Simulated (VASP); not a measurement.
# TePb (Fm-3m) in VASP: notebook

The runs below take TePb through single point, with RPBE+D3(BJ), revPBE+D4.

Everything below comes from runs of VASP 6.6.1. Logs are shortened: lines on timing, memory, paths and dates and some standing lists are left out, and cuts for length are marked.

### 1 The cell of the first run

Symmetry: Fm-3m, No. 225, cubic system. The conventional cell has a = 6.547 Å, b = 6.547 Å, c = 6.547 Å, α = 90.00°, β = 90.00°, γ = 90.00°. Within 4.3 Å of Pb (site symmetry m-3m) lie 6 Te at 3.27 Å. Within 4.3 Å of Te (site symmetry m-3m) lie 6 Pb at 3.27 Å.

### 2 Single point, RPBE+D3(BJ)

The input, INCAR:

```
SYSTEM = TePb
  PREC = Accurate
  ENCUT = 520
  EDIFF = 1E-7
  ISMEAR = -1
  SIGMA = 0.05
  LREAL = .False.
  LASPH = .True.
  NELM = 60
  ALGO = Normal
  ISIF = 2
  LWAVE = .False.
  LCHARG = .False.
  GGA = RP
  IVDW = 12
  NBANDS = 17
```

The input, KPOINTS:

```
Automatic mesh
0
Gamma
  7 7 7
  0 0 0
```

The input, POSCAR:

```
TePb
1.0
    0.0000000000      3.2735180337      3.2735180337
    3.2735180337      0.0000000000      3.2735180337
    3.2735180337      3.2735180337      0.0000000000
Pb Te
1 1
Direct
    0.0000000000      0.0000000000      0.0000000000
    0.5000000000      0.5000000000      0.5000000000
```

Potentials or basis: VASP PAW PBE potentials, release 64 (Pb_d, Te).

On the command line:

```console
$ cat potpaw_PBE.64/Pb_d/POTCAR potpaw_PBE.64/Te/POTCAR > POTCAR
$ mpirun -np 1 vasp_std > vasp.out
```

OUTCAR:

```text
SYSTEM = TePb
   PREC = Accurate
   ENCUT = 520
   EDIFF = 1E-7
   ISMEAR = -1
   LREAL = .False.
   LASPH = .True.
   NELM = 60
   ISIF = 2
   GGA = RP
   IVDW = 12
 IVDW          = 12

 ion  position               nearest neighbor table
   1  0.000  0.000  0.000-   2 3.27   2 3.27   2 3.27   2 3.27   2 3.27   2 3.27
   2  0.500  0.500  0.500-   1 3.27   1 3.27   1 3.27   1 3.27   1 3.27   1 3.27

  LATTYP: Found a face centered cubic cell.
 ALAT       =     6.5470360674

  Lattice vectors:

 A1 = (   0.0000000000,   3.2735180337,   3.2735180337)
 A2 = (   3.2735180337,   0.0000000000,   3.2735180337)
 A3 = (   3.2735180337,   3.2735180337,   0.0000000000)

Analysis of symmetry for initial positions (statically):
=====================================================================
 Subroutine PRICEL returns:
 Original cell was already a primitive cell.

 Routine SETGRP: Setting up the symmetry group for a
 face centered cubic supercell.

 Subroutine GETGRP returns: Found 48 space group operations
[... 9 lines left out ...]

 Routine SETGRP: Setting up the symmetry group for a
 face centered cubic supercell.

 Subroutine GETGRP returns: Found 48 space group operations
[... 11 lines left out ...]
                                     Primitive cell

  volume of cell :      70.1575

  direct lattice vectors                    reciprocal lattice vectors
     0.000000000  3.273518034  3.273518034    -0.152740872  0.152740872  0.152740872
     3.273518034  0.000000000  3.273518034     0.152740872 -0.152740872  0.152740872
     3.273518034  3.273518034  0.000000000     0.152740872  0.152740872 -0.152740872

  length of vectors
     4.629453600  4.629453600  4.629453600     0.264554951  0.264554951  0.264554951

  position of ions in fractional coordinates (direct lattice)
     0.000000000  0.000000000  0.000000000
     0.500000000  0.500000000  0.500000000

  ion indices of the primitive-cell ions
   primitive index   ion index
                 1           1
                 2           2

----------------------------------------------------------------------------------------

 KPOINTS: Automatic mesh

Automatic generation of k-mesh.
 Grid dimensions read from file:
 generate k-points for:    7    7    7

 Generating k-lattice:

  Cartesian coordinates                     Fractional coordinates (reciprocal lattice)
    -0.021820125  0.021820125  0.021820125     0.142857143  0.000000000  0.000000000
     0.021820125 -0.021820125  0.021820125     0.000000000  0.142857143  0.000000000
     0.021820125  0.021820125 -0.021820125     0.000000000  0.000000000  0.142857143

  Length of vectors
     0.037793564  0.037793564  0.037793564

  Shift w.r.t. Gamma in fractional coordinates (k-lattice)
     0.000000000  0.000000000  0.000000000

 Subroutine IBZKPT returns following result:
 ===========================================

 Found     20 irreducible k-points:

 Following reciprocal coordinates:
            Coordinates               Weight
  0.000000  0.000000  0.000000      1.000000
  0.142857  0.000000  0.000000      8.000000
  0.285714  0.000000  0.000000      8.000000
  0.428571  0.000000  0.000000      8.000000
  0.142857  0.142857  0.000000      6.000000
  0.285714  0.142857  0.000000     24.000000
[... 12 lines left out ...]
 -0.428571  0.428571  0.142857     24.000000
 -0.285714  0.428571  0.142857     24.000000
   k-points           NKPTS =     20   k-points in BZ     NKDIM =     20   number of bands    NBANDS=     17
   number of dos      NEDOS =    301   number of ions     NIONS =      2
   total plane-waves  NPLWV =  46656
   dimension x,y,z NGX =    36 NGY =   36 NGZ =   36
   dimension x,y,z NGXF=    72 NGYF=   72 NGZF=   72
   ions per type =               1   1
   NGX,Y,Z   is equivalent  to a cutoff of  12.93, 12.93, 12.93 a.u.
   NGXF,Y,Z  is equivalent  to a cutoff of  25.86, 25.86, 25.86 a.u.
 SYSTEM =  TePb
   PREC   = accura    normal or accurate (medium, high low for compatibility)
   ISTART =      0    job   : 0-new  1-cont  2-samecut
   ICHARG =      2    charge: 1-file 2-atom 10-const
   ISPIN  =      1    spin polarized calculation?
   LNONCOLLINEAR =      F non collinear calculations
   LSORBIT =      F    spin-orbit coupling
   LASPH  =      T    aspherical Exc in radial PAW
   ENCUT  =  520.0 eV  38.22 Ry    6.18 a.u.   8.61  8.61  8.61*2*pi/ulx,y,z
   NELM   =     60;   NELMIN=  2; NELMDL= -5     # of ELM steps
   EDIFF  = 0.1E-06   stopping-criterion for ELM
   LREAL  =      F    real-space projection
   EDIFFG = 0.1E-05   stopping-criterion for IOM
   NSW    =      0    number of steps for IOM
   IBRION =     -1    ionic relax: 0-MD 1-quasi-New 2-CG
   NFREE  =      0    steps in history (QN), initial steepest desc. (CG)
   ISIF   =      2    stress and relaxation
   ISYM   =      2    0-nonsym 1-usesym 2-fastsym
   POTIM  = 0.5000    time-step for ionic-motion
   TEBEG  =    0.0;   TEEND  =   0.0 temperature during run
   PSTRESS=    0.0 pullay stress
   NELECT =      20.0000    total number of electrons
   NUPDOWN=      -1.0000    fix difference up-down
   EMIN   =  10.00;   EMAX   =-10.00  energy-range for DOS
   EFERMI =   0.00;   METHOD = LEGACY
   ISMEAR =    -1;   SIGMA  =   0.05  broadening in eV -4-tet -1-fermi 0-gaus
   EFERMI_NEDOS =   21; number of points for ismear=-14 and -15
   IALGO  =     38    algorithm
   IMIX   =      4    mixing-type and parameters
     AMIX     =   0.40;   BMIX     =  1.00
     AMIX_MAG =   1.60;   BMIX_MAG =  1.00
  volume/ion in A,a.u.               =      35.08       236.72
  Fermi-wavevector in a.u.,A,eV,Ry     =   1.077441  2.036068 15.794714  1.160879
  Thomas-Fermi vector in A             =   2.213353
   LORBIT       =      0    0 simple, 1 ext, 2 COOP (PROOUT), +10 PAW based schemes
   GGA     = RP    functional components
   LHFCALC =     F    Hartree Fock is set to
   AEXX    =    0.0000 exact exchange contribution
   IVDW    =    12    specifies the selected vdW correction
   LEPSILON=     F    determine dielectric tensor
   LRPA    =     F    only Hartree local field effects (RPA)
 non-spin polarized calculation
  energy-cutoff  :      520.00
  volume of cell :       70.16
 maximum number of plane-waves:      1917
   NGX = 17   NGY = 17   NGZ = 17

 number of electron      20.0000001 magnetization

 Free energy of the ion-electron system (eV)
  ---------------------------------------------------
  ext. energy  EPLUGINS =         0.00000000
  ---------------------------------------------------
  free energy    TOTEN  =        -6.82372714 eV

  energy without entropy =       -6.82372621  energy(sigma->0) =       -6.82372668

 E-fermi :   5.7279     XC(G=0):  -8.9896

 val. band max:        5.1566081483   @ k =   0.4286   0.0000   0.0000
 cond. band min:       6.2808976240   @ k =   0.4286   0.0000   0.0000
 fundamental gap:      1.1242894757
 Fermi energy:         5.7279192298

 k-point     1 :       0.0000    0.0000    0.0000
  band No.  band energies     occupation
      1     -11.4877      2.00000
      2     -11.4877      2.00000
      3     -11.4850      2.00000
      4     -11.4850      2.00000
      5     -11.4850      2.00000
      6      -6.4332      2.00000
[... 9 lines left out ...]
     16      11.1569      0.00000
     17      12.8002      0.00000

 k-point     2 :       0.1429    0.0000    0.0000
  band No.  band energies     occupation
      1     -11.4898      2.00000
      2     -11.4898      2.00000
      3     -11.4844      2.00000
      4     -11.4823      2.00000
      5     -11.4823      2.00000
      6      -6.2686      2.00000
[... 9 lines left out ...]
     16      11.5218      0.00000
     17      13.9390      0.00000

 k-point     3 :       0.2857    0.0000    0.0000
  band No.  band energies     occupation
      1     -11.4952      2.00000
      2     -11.4952      2.00000
      3     -11.4834      2.00000
      4     -11.4759      2.00000
      5     -11.4759      2.00000
      6      -5.8058      2.00000
[... 9 lines left out ...]
     16      12.5142      0.00000
     17      15.9191      0.00000

 k-point     4 :       0.4286    0.0000    0.0000
  band No.  band energies     occupation
      1     -11.4996      2.00000
      2     -11.4996      2.00000
      3     -11.4827      2.00000
      4     -11.4707      2.00000
      5     -11.4707      2.00000
      6      -5.2263      2.00000
[... 9 lines left out ...]
     16      13.9784      0.00000
     17      15.2030      0.00000

 k-point     5 :       0.1429    0.1429    0.0000
  band No.  band energies     occupation
      1     -11.4943      2.00000
      2     -11.4864      2.00000
      3     -11.4859      2.00000
      4     -11.4811      2.00000
      5     -11.4811      2.00000
      6      -6.2146      2.00000
[... 9 lines left out ...]
     16      12.1309      0.00000
     17      13.1701      0.00000

 k-point     6 :       0.2857    0.1429    0.0000
  band No.  band energies     occupation
      1     -11.5014      2.00000
      2     -11.4881      2.00000
      3     -11.4861      2.00000
      4     -11.4770      2.00000
      5     -11.4749      2.00000
      6      -5.8540      2.00000
[... 9 lines left out ...]
     16      13.1515      0.00000
     17      14.4896      0.00000
[... 201 lines left out ...]
 k-point    17 :       0.4286    0.2857    0.1429
  band No.  band energies     occupation
      1     -11.5089      2.00000
      2     -11.4891      2.00000
      3     -11.4854      2.00000
      4     -11.4724      2.00000
      5     -11.4720      2.00000
      6      -5.4463      2.00000
[... 9 lines left out ...]
     16      14.1228      0.00000
     17      14.9368      0.00000

 k-point    18 :      -0.4286    0.2857    0.1429
  band No.  band energies     occupation
      1     -11.5127      2.00000
      2     -11.4923      2.00000
      3     -11.4809      2.00000
      4     -11.4742      2.00000
      5     -11.4681      2.00000
      6      -4.9822      2.00000
[... 9 lines left out ...]
     16      14.6581      0.00000
     17      15.5843      0.00000

 k-point    19 :      -0.4286    0.4286    0.1429
  band No.  band energies     occupation
      1     -11.5257      2.00000
      2     -11.4873      2.00000
      3     -11.4847      2.00000
      4     -11.4695      2.00000
      5     -11.4646      2.00000
      6      -4.8949      2.00000
[... 9 lines left out ...]
     16      15.3308      0.00000
     17      16.1693      0.00000

 k-point    20 :      -0.2857    0.4286    0.1429
  band No.  band energies     occupation
      1     -11.5208      2.00000
      2     -11.4890      2.00000
      3     -11.4810      2.00000
      4     -11.4753      2.00000
      5     -11.4647      2.00000
      6      -4.7777      2.00000
[... 9 lines left out ...]
     16      15.5621      0.00000
     17      15.9212      0.00000

------------------------ aborting loop because EDIFF is reached ----------------------------------------

 Edisp (eV)   -3.59228

 E8    (eV) :    -2.4421

  FORCE on cell =-STRESS in cart. coord.  units (eV):
  Direction    XX          YY          ZZ          XY          YZ          ZX
  --------------------------------------------------------------------------------------
  -------------------------------------------------------------------------------------
  Total      -4.71484    -4.71484    -4.71484     0.00000    -0.00000     0.00000
  in kB    -107.67209  -107.67209  -107.67209     0.00000    -0.00000     0.00000
  external pressure =     -107.67 kB  Pullay stress =        0.00 kB

 VOLUME and BASIS-vectors are now :
 -----------------------------------------------------------------------------
  energy-cutoff  :      520.00
  volume of cell :       70.16
      direct lattice vectors                 reciprocal lattice vectors
     0.000000000  3.273518034  3.273518034    -0.152740872  0.152740872  0.152740872
     3.273518034  0.000000000  3.273518034     0.152740872 -0.152740872  0.152740872
     3.273518034  3.273518034  0.000000000     0.152740872  0.152740872 -0.152740872

 POSITION                                       TOTAL-FORCE (eV/Angst)
 -----------------------------------------------------------------------------------
      0.00000      0.00000      0.00000        -0.000000     -0.000000     -0.000000
      3.27352      3.27352      3.27352         0.000000      0.000000      0.000000
 -----------------------------------------------------------------------------------
    total drift:                               -0.000000      0.000000      0.000000

  FREE ENERGIE OF THE ION-ELECTRON SYSTEM (eV)
  ---------------------------------------------------
  free  energy   TOTEN  =       -10.4160105717 eV

  energy  without entropy=      -10.4160096404  energy(sigma->0) =      -10.41601011
```

Wall time 22 s (1 thread of AMD EPYC 9R45 (Zen 5), shared host); peak memory 0.19 GiB.

Results:

```
Free energy                : -10.4160 eV
Pressure                   : -10.8 GPa
Dispersion energy per atom : -1.796 eV
```

Caveat: this odd mesh misses L, where the gap lies, so gap, dielectric constants and Born charges aren't listed; the PAW data sets were made with another functional, which shifts forces and pressure a little; spin-orbit coupling is left out, which moves the levels of the heavy elements.

### 3 Single point, revPBE+D4

The input, INCAR:

```
PREC = Accurate
ENCUT = 520
EDIFF = 1E-6
ISMEAR = -1
SIGMA = 0.05
LREAL = False
LASPH = True
NELM = 100
ALGO = Normal
ISIF = 2
LWAVE = False
LCHARG = True
GGA = RE
IVDW = 13
LELF = True
LVHAR = True
NBANDS = 17
```

The input, KPOINTS:

```
regular mesh
0
Gamma
  7 7 7
```

POSCAR is that of step 2.

Potentials or basis: VASP PAW PBE potentials, release 64 (Pb_d, Te).

On the command line:

```console
$ cat potpaw_PBE.64/Pb_d/POTCAR potpaw_PBE.64/Te/POTCAR > POTCAR
$ mpirun -np 1 vasp_std > vasp.out
```

Wall time 16 s (1 thread of AMD EPYC 9R45 (Zen 5), shared host); peak memory 0.18 GiB.

It converged, with:

- Free energy: -8.1782 eV
- Pressure: -0.7 GPa
- Dispersion energy per atom: -0.630 eV

Levels at points of the mesh, in eV from the Fermi level:
```tsv
k point	band 8	band 9	band 10	band 11	band 12	band 13
(0.00, 0.00, 0.00)	-1.68	-1.68	-1.68	3.59	3.59	3.59
```

Caveat: this odd mesh misses L, where the gap lies, so gap, dielectric constants and Born charges aren't listed; the PAW data sets were made with another functional, which shifts forces and pressure a little; spin-orbit coupling is left out, which moves the levels of the heavy elements.
